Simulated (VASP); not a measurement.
Input of a VASP 6.6.1 run:

File INCAR:

```
PREC = Accurate ; ENCUT = 520
EDIFF = 1E-6 ; ISMEAR = 0
SIGMA = 0.1 ; LREAL = False
LASPH = True ; NELM = 80
ALGO = Normal ; ISIF = 2
LWAVE = False ; LCHARG = False
GGA = PE ; NBANDS = 16
```

File KPOINTS:

```
regular mesh
0
Gamma
  15 15 12
```

The input POSCAR:

```
ZrB2
1.0
    3.0454759191      0.0000000000      0.0000000000
   -1.5227379595      2.6374595126      0.0000000000
    0.0000000000      0.0000000000      3.3798336113
Zr B
1 2
Direct
    0.0000000000      0.0000000000      0.0000000000
    0.3333333333      0.6666666667      0.5000000000
    0.6666666667      0.3333333333      0.5000000000
```

Potentials or basis: VASP PAW PBE potentials, release 64 (Zr_sv, B).

Command:

```sh
$ cat potpaw_PBE.64/Zr_sv/POTCAR potpaw_PBE.64/B/POTCAR > POTCAR
$ mpirun -np 1 vasp_std > vasp.out
```

Q: What does it give for the band gap on the k mesh?

A: Zero (band 9 reaches 12.79 eV, above the bottom of band 10 at 11.67 eV).

Q: Predict the pressure.

A: 39.3 GPa.

Stress tensor (GPa, compression positive):
```
39.24  0.00  0.00
 0.00 39.24  0.00
 0.00  0.00 39.45
```
